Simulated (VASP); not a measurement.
# NaF (R3m) in VASP: further runs

The runs below take NaF through single point, with PBE, r2SCAN.

All numbers are computed with VASP 6.6.1; they aren't measurements. Logs are shortened: lines on timing, memory, paths and dates and some standing lists are left out, and cuts for length are marked.

### Step 1. The cell of the first run

The structure is trigonal, space group R3m (No. 160). Conventional cell: a = 3.580 Å, b = 3.580 Å, c = 9.037 Å, α = 90.00°, β = 90.00°, γ = 120.00°. Within 2.9 Å of Na (site symmetry 3m) lie 4 F at 2.21 to 2.22 Å. F (site symmetry 3m) has 4 Na at 2.21 to 2.22 Å within 2.9 Å.

### Step 2. Single point, PBE (strain along [111] +3.1%)

Input file INCAR:

```
SYSTEM = NaF
  PREC = Accurate
  ENCUT = 520
  EDIFF = 1E-6
  ISMEAR = -1
  SIGMA = 0.02
  LREAL = .FALSE.
  LASPH = .TRUE.
  NELM = 60
  ALGO = Normal
  ISIF = 2
  LWAVE = .FALSE.
  LCHARG = .FALSE.
  GGA = PE
  NBANDS = 14
```

Input file KPOINTS:

```
Automatic mesh
0
G
  8 8 8
  0 0 0
```

Input file POSCAR:

```
NaF
1.0
    0.0516377317      2.5828990915      2.5828990915
    2.5828990915      0.0516377317      2.5828990915
    2.5828990915      2.5828990915      0.0516377317
Na F
1 1
Direct
    0.0022067351      0.0022067351      0.0022067351
    0.2477932649      0.2477932649      0.2477932649
```

Potentials or basis: VASP PAW PBE potentials, release 64 (Na_pv, F).

The run is started by

```sh
cat potpaw_PBE.64/Na_pv/POTCAR potpaw_PBE.64/F/POTCAR > POTCAR
mpirun -np 1 vasp_std > vasp.out
```

OUTCAR:

```text
SYSTEM = NaF
   PREC = Accurate
   ENCUT = 520
   EDIFF = 1E-6
   ISMEAR = -1
   LREAL = .FALSE.
   LASPH = .TRUE.
   NELM = 60
   ISIF = 2
   GGA = PE

 ion  position               nearest neighbor table
   1  0.002  0.002  0.002-   2 2.21   2 2.21   2 2.21   2 2.22
   2  0.248  0.248  0.248-   1 2.21   1 2.21   1 2.21   1 2.22

  LATTYP: Found a trigonal (rhomboedric) cell.
 ALAT       =     3.6531358980
 COS(alpha) =     0.5198882638

  Lattice vectors:

 A1 = (   0.0516377317,   2.5828990915,   2.5828990915)
 A2 = (   2.5828990915,   0.0516377317,   2.5828990915)
 A3 = (   2.5828990915,   2.5828990915,   0.0516377317)

Analysis of symmetry for initial positions (statically):
=====================================================================
 Subroutine PRICEL returns:
 Original cell was already a primitive cell.

 Routine SETGRP: Setting up the symmetry group for a
 trigonal (rhombohedral) supercell.

 Subroutine GETGRP returns: Found  6 space group operations
 (whereof  6 operations were pure point group operations)
 out of a pool of 12 trial point group operations.

The static configuration has the point symmetry C_3v.

Analysis of symmetry for dynamics (positions and initial velocities):
=====================================================================
 Subroutine PRICEL returns:
 Original cell was already a primitive cell.

 Routine SETGRP: Setting up the symmetry group for a
 trigonal (rhombohedral) supercell.

 Subroutine GETGRP returns: Found  6 space group operations
 (whereof  6 operations were pure point group operations)
 out of a pool of 12 trial point group operations.

The dynamic configuration has the point symmetry C_3v.

 Subroutine INISYM returns: Found  6 space group operations
 (whereof  6 operations are pure point group operations),
 and found     1 'primitive' translations

----------------------------------------------------------------------------------------

                                     Primitive cell

  volume of cell :      33.4296

  direct lattice vectors                    reciprocal lattice vectors
     0.051637732  2.582899091  2.582899091    -0.199484961  0.195574994  0.195574994
     2.582899091  0.051637732  2.582899091     0.195574994 -0.199484961  0.195574994
     2.582899091  2.582899091  0.051637732     0.195574994  0.195574994 -0.199484961

  length of vectors
     3.653135898  3.653135898  3.653135898     0.341018191  0.341018191  0.341018191

  position of ions in fractional coordinates (direct lattice)
     0.002206735  0.002206735  0.002206735
     0.247793265  0.247793265  0.247793265

  ion indices of the primitive-cell ions
   primitive index   ion index
                 1           1
                 2           2

----------------------------------------------------------------------------------------

 KPOINTS: Automatic mesh

Automatic generation of k-mesh.
 Grid dimensions read from file:
 generate k-points for:    8    8    8

 Generating k-lattice:

  Cartesian coordinates                     Fractional coordinates (reciprocal lattice)
    -0.024935620  0.024446874  0.024446874     0.125000000  0.000000000  0.000000000
     0.024446874 -0.024935620  0.024446874     0.000000000  0.125000000  0.000000000
     0.024446874  0.024446874 -0.024935620     0.000000000  0.000000000  0.125000000

  Length of vectors
     0.042627274  0.042627274  0.042627274

  Shift w.r.t. Gamma in fractional coordinates (k-lattice)
     0.000000000  0.000000000  0.000000000

 Subroutine IBZKPT returns following result:
 ===========================================

 Found     65 irreducible k-points:

 Following reciprocal coordinates:
            Coordinates               Weight
  0.000000  0.000000  0.000000      1.000000
  0.125000  0.000000  0.000000      6.000000
  0.250000  0.000000  0.000000      6.000000
  0.375000  0.000000  0.000000      6.000000
  0.500000  0.000000  0.000000      3.000000
  0.125000  0.125000  0.000000      6.000000
[... 16 lines left out ...]
  0.250000  0.125000  0.125000      6.000000
  0.375000  0.125000  0.125000      6.000000
 [... further k-points ...]
   k-points           NKPTS =     65   k-points in BZ     NKDIM =     65   number of bands    NBANDS=     14
   number of dos      NEDOS =    301   number of ions     NIONS =      2
   total plane-waves  NPLWV =  21952
   dimension x,y,z NGX =    28 NGY =   28 NGZ =   28
   dimension x,y,z NGXF=    56 NGYF=   56 NGZF=   56
   ions per type =               1   1
   NGX,Y,Z   is equivalent  to a cutoff of  12.74, 12.74, 12.74 a.u.
   NGXF,Y,Z  is equivalent  to a cutoff of  25.48, 25.48, 25.48 a.u.
 SYSTEM =  NaF
   PREC   = accura    normal or accurate (medium, high low for compatibility)
   ISTART =      0    job   : 0-new  1-cont  2-samecut
   ICHARG =      2    charge: 1-file 2-atom 10-const
   ISPIN  =      1    spin polarized calculation?
   LNONCOLLINEAR =      F non collinear calculations
   LSORBIT =      F    spin-orbit coupling
   LASPH  =      T    aspherical Exc in radial PAW
   ENCUT  =  520.0 eV  38.22 Ry    6.18 a.u.   6.79  6.79  6.79*2*pi/ulx,y,z
   NELM   =     60;   NELMIN=  2; NELMDL= -5     # of ELM steps
   EDIFF  = 0.1E-05   stopping-criterion for ELM
   LREAL  =      F    real-space projection
   EDIFFG = 0.1E-04   stopping-criterion for IOM
   NSW    =      0    number of steps for IOM
   IBRION =     -1    ionic relax: 0-MD 1-quasi-New 2-CG
   NFREE  =      0    steps in history (QN), initial steepest desc. (CG)
   ISIF   =      2    stress and relaxation
   ISYM   =      2    0-nonsym 1-usesym 2-fastsym
   POTIM  = 0.5000    time-step for ionic-motion
   TEBEG  =    0.0;   TEEND  =   0.0 temperature during run
   PSTRESS=    0.0 pullay stress
   NELECT =      14.0000    total number of electrons
   NUPDOWN=      -1.0000    fix difference up-down
   EMIN   =  10.00;   EMAX   =-10.00  energy-range for DOS
   EFERMI =   0.00;   METHOD = LEGACY
   ISMEAR =    -1;   SIGMA  =   0.02  broadening in eV -4-tet -1-fermi 0-gaus
   EFERMI_NEDOS =   21; number of points for ismear=-14 and -15
   IALGO  =     38    algorithm
   IMIX   =      4    mixing-type and parameters
     AMIX     =   0.40;   BMIX     =  1.00
     AMIX_MAG =   1.60;   BMIX_MAG =  1.00
  volume/ion in A,a.u.               =      16.71       112.80
  Fermi-wavevector in a.u.,A,eV,Ry     =   1.224824  2.314582 20.411388  1.500195
  Thomas-Fermi vector in A             =   2.359885
   LORBIT       =      0    0 simple, 1 ext, 2 COOP (PROOUT), +10 PAW based schemes
   GGA     = PE    functional components
   LHFCALC =     F    Hartree Fock is set to
   AEXX    =    0.0000 exact exchange contribution
   IVDW    =     0    specifies the selected vdW correction
   LEPSILON=     F    determine dielectric tensor
   LRPA    =     F    only Hartree local field effects (RPA)
 non-spin polarized calculation
  energy-cutoff  :      520.00
  volume of cell :       33.43
 maximum number of plane-waves:       917
   NGX = 13   NGY = 13   NGZ = 13

 number of electron      13.9999989 magnetization

 Free energy of the ion-electron system (eV)
  ---------------------------------------------------
  ext. energy  EPLUGINS =         0.00000000
  ---------------------------------------------------
  free energy    TOTEN  =        -8.39155638 eV

  energy without entropy =       -8.39155638  energy(sigma->0) =       -8.39155638

 E-fermi :  -3.0053     XC(G=0):  -7.6123

 val. band max:       -3.4499488210   @ k =   0.0000   0.0000   0.0000
 cond. band min:       2.0375018593   @ k =   0.0000   0.0000   0.0000
 fundamental gap:      5.4874506803
 Fermi energy:        -3.0053045728

 k-point     1 :       0.0000    0.0000    0.0000
  band No.  band energies     occupation
      1     -22.4334      2.00000
      2     -22.4334      2.00000
      3     -22.4311      2.00000
      4     -22.1884      2.00000
      5      -3.5105      2.00000
      6      -3.4499      2.00000
      7      -3.4499      2.00000
      8       2.0375      0.00000
      9      15.0847      0.00000
     10      15.7518      0.00000
     11      15.7518      0.00000
     12      16.7752      0.00000
     13      17.2487      0.00000
     14      17.2487      0.00000

 k-point     2 :       0.1250    0.0000    0.0000
  band No.  band energies     occupation
      1     -22.5801      2.00000
      2     -22.4351      2.00000
      3     -22.4302      2.00000
      4     -22.0361      2.00000
      5      -3.6162      2.00000
      6      -3.5062      2.00000
      7      -3.4577      2.00000
      8       2.4558      0.00000
      9      13.8112      0.00000
     10      14.8211      0.00000
     11      15.3311      0.00000
     12      16.5414      0.00000
     13      16.9502      0.00000
     14      17.1003      0.00000

 k-point     3 :       0.2500    0.0000    0.0000
  band No.  band energies     occupation
      1     -22.7612      2.00000
      2     -22.4392      2.00000
      3     -22.4337      2.00000
      4     -21.8358      2.00000
      5      -3.9324      2.00000
      6      -3.5189      2.00000
      7      -3.4765      2.00000
      8       3.5340      0.00000
      9      11.2458      0.00000
     10      14.0344      0.00000
     11      14.4651      0.00000
     12      16.5540      0.00000
     13      16.9822      0.00000
     14      17.2696      0.00000
[... 324 lines left out ...]
 k-point    23 :       0.2500    0.1250    0.1250
  band No.  band energies     occupation
      1     -22.7045      2.00000
      2     -22.4404      2.00000
      3     -22.4360      2.00000
      4     -21.8928      2.00000
      5      -3.8044      2.00000
      6      -3.5269      2.00000
      7      -3.4538      2.00000
      8       3.0533      0.00000
      9      12.4827      0.00000
     10      13.2547      0.00000
     11      15.1367      0.00000
     12      16.4208      0.00000
     13      17.4175      0.00000
     14      18.4706      0.00000

 k-point    24 :       0.3750    0.1250    0.1250
  band No.  band energies     occupation
      1     -22.8377      2.00000
      2     -22.4476      2.00000
      3     -22.4401      2.00000
      4     -21.7371      2.00000
      5      -4.0228      2.00000
      6      -3.6009      2.00000
      7      -3.4727      2.00000
      8       4.2201      0.00000
      9      10.5420      0.00000
     10      12.2370      0.00000
     11      14.2497      0.00000
     12      17.1479      0.00000
     13      17.5002      0.00000
     14      18.1254      0.00000

 [... further k-points ...]

------------------------ aborting loop because EDIFF is reached ----------------------------------------

  FORCE on cell =-STRESS in cart. coord.  units (eV):
  Direction    XX          YY          ZZ          XY          YZ          ZX
  --------------------------------------------------------------------------------------
  -------------------------------------------------------------------------------------
  Total        0.1559958      0.1559958      0.1559958     -0.0626665     -0.0626665     -0.0626665
  in kB        7.4763956      7.4763956      7.4763956     -3.0034110     -3.0034110     -3.0034110
  external PRESSURE =       7.4763956 kB  Pullay stress =       0.0000000 kB

 VOLUME and BASIS-vectors are now :
 -----------------------------------------------------------------------------
  energy-cutoff  :      520.00
  volume of cell :       33.43
      direct lattice vectors                 reciprocal lattice vectors
     0.051637732  2.582899091  2.582899091    -0.199484961  0.195574994  0.195574994
     2.582899091  0.051637732  2.582899091     0.195574994 -0.199484961  0.195574994
     2.582899091  2.582899091  0.051637732     0.195574994  0.195574994 -0.199484961

 POSITION                                       TOTAL-FORCE (eV/Angst)
 -----------------------------------------------------------------------------------
      0.01151      0.01151      0.01151        -0.001307     -0.001307     -0.001307
      1.29285      1.29285      1.29285         0.001307      0.001307      0.001307
 -----------------------------------------------------------------------------------
    total drift:                               -0.000266     -0.000266     -0.000266

  FREE ENERGIE OF THE ION-ELECTRON SYSTEM (eV)
  ---------------------------------------------------
  free  energy   TOTEN  =        -8.3915563793 eV

  energy  without entropy=       -8.3915563792  energy(sigma->0) =       -8.39155638
```

It took 45 s on 1 thread of Intel Xeon 6975P-C, shared host; peak memory 0.16 GiB.

What came out:

```
Free energy            : -8.3916 eV
Pressure               : 0.7 GPa
Band gap on the k mesh : 5.49 eV, direct
```

Forces on the atoms (eV/Å):
```
Na  -0.001 -0.001 -0.001
F    0.001  0.001  0.001
```

Caveat: the cell differs from its parent crystal (strain along [111] +3.1%).

### Step 3. Single point, r2SCAN (strain along [111] +3.1%)

POSCAR is that of step 2.

Input file INCAR.step1:

```
PREC = Accurate
ENCUT = 520
ISMEAR = 0
SIGMA = 0.01
LREAL = False
LASPH = True
NELM = 60
NBANDS = 14
GGA = PE
ALGO = Normal
EDIFF = 1E-4
LWAVE = True
LCHARG = False
```

Input file INCAR.step2:

```
PREC = Accurate
ENCUT = 520
EDIFF = 1E-7
ISMEAR = 0
SIGMA = 0.01
LREAL = False
LASPH = True
NELM = 60
ALGO = Normal
ISIF = 2
LWAVE = False
LCHARG = False
METAGGA = R2SCAN
LMIXTAU = True
NBANDS = 14
ISTART = 1
```

Input file KPOINTS:

```
Automatic mesh
0
Gamma
  8 8 8
```

Potentials or basis: VASP PAW PBE potentials, release 64 (Na_pv, F).

The run is started by

```sh
cat potpaw_PBE.64/Na_pv/POTCAR potpaw_PBE.64/F/POTCAR > POTCAR
cp INCAR.step1 INCAR
mpirun -np 1 vasp_std > vasp.out
cp INCAR.step2 INCAR
mpirun -np 1 vasp_std > vasp.out
```

It took 3.6 min on 1 thread of Intel Xeon 6975P-C, shared host; peak memory 0.17 GiB.

It converged, with:

```yaml
Free_energy: -12.3146 eV
Pressure: -1.5 GPa
Largest_force: 0.020 eV/Å
Band_gap_on_the_k_mesh: 6.15 eV, direct
```

Forces in eV/Å, atoms in the order of the input:
```
Na  -0.011 -0.011 -0.011
F    0.011  0.011  0.011
```

Stress tensor (GPa, compression positive):
```
-1.48 -0.31 -0.31
-0.31 -1.48 -0.31
-0.31 -0.31 -1.48
```

Levels at points of the mesh, in eV from the valence-band top:
```csv
k point,band 5,band 6,band 7,band 8,band 9,band 10
"(0.00, 0.00, 0.00)",-0.06,0.00,0.00,6.15,19.72,20.39
"(0.50, 0.00, 0.00)",-0.79,-0.08,-0.05,10.41,11.58,17.50
"(0.50, 0.50, 0.00)",-0.73,-0.19,-0.14,10.33,12.52,17.21
"(0.50, 0.50, 0.50)",-0.82,-0.02,-0.02,10.22,11.43,18.03
```

Caveat: the cell differs from its parent crystal (strain along [111] +3.1%); the PAW data sets were made with another functional, which shifts forces and pressure a little.
